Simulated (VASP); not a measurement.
A run of VASP 6.6.1:

The input INCAR:

```
PREC = Accurate ; ENCUT = 500
EDIFF = 1E-6 ; ISMEAR = -1
SIGMA = 0.05 ; LREAL = F
LASPH = T ; NELM = 200
ALGO = Normal ; ISIF = 2
LWAVE = F ; LCHARG = T
GGA = PS ; LELF = T
LVHAR = T ; NBANDS = 16
GGA_COMPAT = F ; LMAXMIX = 6
```

File KPOINTS:

```
Automatic mesh
0
Gamma
  7 7 7
```

POSCAR

```
LaS
1.0
    0.0000000000      2.7068390700      2.7068390700
    2.7068390700      0.0000000000      2.7068390700
    2.7068390700      2.7068390700      0.0000000000
La S
1 1
Direct
    0.0000000000      0.0000000000      0.0000000000
    0.5000000000      0.5000000000      0.5000000000
```

Potentials or basis: VASP PAW PBE potentials, release 64 (La, S).

The run is started by

```console
$ cat potpaw_PBE.64/La/POTCAR potpaw_PBE.64/S/POTCAR > POTCAR
$ mpirun -np 1 vasp_std > vasp.out
```

Hardware: 1 thread of Intel(R) Xeon(R) 6975P-C (Granite Rapids), on a shared host.

Estimate the wall time of this run.

It took 12 s on 1 thread of Intel(R) Xeon(R) 6975P-C (Granite Rapids), on a shared host, peak memory 0.17 GiB. Counts: scf iterations 15, k points 20.
